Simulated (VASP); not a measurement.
The system is TaGe3.

```
Ta Ge
1.0
     4.18230    0.00000    0.00000
     0.00000    4.18230    0.00000
     0.00000    0.00000    4.18230
Ta Ge
1 3
Direct
  0.00000 0.00000 0.00000
  0.50000 0.50000 0.00000
  0.00000 0.50000 0.50000
  0.50000 0.00000 0.50000
```

```yaml
Program: VASP 6.6.1
Task: relaxation of cell and atoms
Functional: PBE
Potentials_or_basis: VASP PAW PBE potentials, release 64 (Ta_pv, Ge_d)
Cutoff: 600 eV
k_mesh: 4 × 4 × 4
Occupations: gaussian, width 0.1 eV
Spin: no spin polarisation
```

At the start: pressure -4.3 GPa; volume 18.29 Å³/atom.

**Question.** Where does the relaxation end?

**Answer.** Over 3 steps the energy falls by 12.7 meV/atom and the volume is 17.41 Å³/atom (-4.8 %); space group Pm-3m (No. 221, to 0.05 Å).

Step by step:
```csv
step,energy change (eV),largest force (eV/Å),pressure (GPa),volume (Å³)
1,0.0000,0.0000,-4.34,73.16
2,-0.0386,0.0000,2.51,68.04
3,-0.0506,0.0000,0.10,69.63
```

Final structure:
```xyz
4
Lattice="4.1139 0.0000 0.0000 0.0000 4.1139 0.0000 0.0000 0.0000 4.1139" Properties=species:S:1:pos:R:3 pbc="T T T"
Ta    0.0000    0.0000    0.0000
Ge    2.0570    2.0570    0.0000
Ge    0.0000    2.0570    2.0570
Ge    2.0570    0.0000    2.0570
```

Caveat: the k points lie up to 0.38 Å⁻¹ apart in the final cell.
